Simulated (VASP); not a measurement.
Wanted: the native input for a VASP 6.6.1 run.

* Task: relaxation of cell and atoms
* Functional: PBE
* Potentials or basis: VASP PAW PBE potentials, release 64 (Hf_pv)
* Cutoff: 600 eV
* k mesh: 18 × 18 × 6
* Occupations: gaussian, width 0.1 eV
* Spin: no spin polarisation
* Dipole correction: no
* Further INCAR settings: ALGO = Fast; EDIFF = 1e-07; IBRION = 2; EDIFFG = -0.01; NSW = 100; ISIF = 3

The structure of Hf lies in POSCAR:

```
Hf
1.0
    3.1879158638      0.0000000000      0.0000000000
   -1.5939579319      2.7608161232      0.0000000000
    0.0000000000      0.0000000000     10.2677315375
Hf
4
Direct
    0.0000000000      0.0000000000      0.0000000000
    0.0000000000      0.0000000000      0.5000000000
    0.3333333333      0.6666666667      0.7500000000
    0.6666666667      0.3333333333      0.2500000000
```

These files were run (other wordings do the same):

INCAR

```
SYSTEM = Hf
ALGO = Fast ; EDIFF = 1E-7
EDIFFG = -0.01 ; ENCUT = 600
GGA = PE ; IBRION = 2
ISIF = 3 ; ISMEAR = 0
LASPH = .True. ; LCHARG = .False.
LREAL = .False. ; LWAVE = .False.
NELM = 80 ; NSW = 100
PREC = Accurate ; SIGMA = 0.1
```

KPOINTS

```
k-points
0
Gamma
  18 18 6
  0 0 0
```

Potentials or basis: VASP PAW PBE potentials, release 64 (Hf_pv).

Run with:

```sh
$ cat potpaw_PBE.64/Hf_pv/POTCAR > POTCAR
$ mpirun -np 1 vasp_std > vasp.out
```

It gave:

```yaml
Relaxed_volume: 22.58 Å³/atom
Relaxed_cell: a = 3.199 Å, b = 3.199 Å, c = 10.193 Å, α = 90.00°, β = 90.00°, γ = 120.00°
Space_group_after_relaxing_to_0.1_Å: P6_3/mmc (No. 194)
Energy_gained_by_relaxing: 0.7 meV/atom
Ionic_steps: 3
Pressure_after_relaxing: 0.0 GPa
Band_gap_on_the_k_mesh: zero (bands 20 and 21 overlap by 1.68 eV)
```

Caveat: the highest band is partly filled, so the run has too few bands; spin-orbit coupling is left out, which moves the levels of the heavy elements.

It took 19 min on 1 thread of Intel(R) Xeon(R) Platinum 8259CL CPU @ 2.50GHz (Skylake/Cascade Lake), with other jobs on the host, peak memory 0.46 GiB.
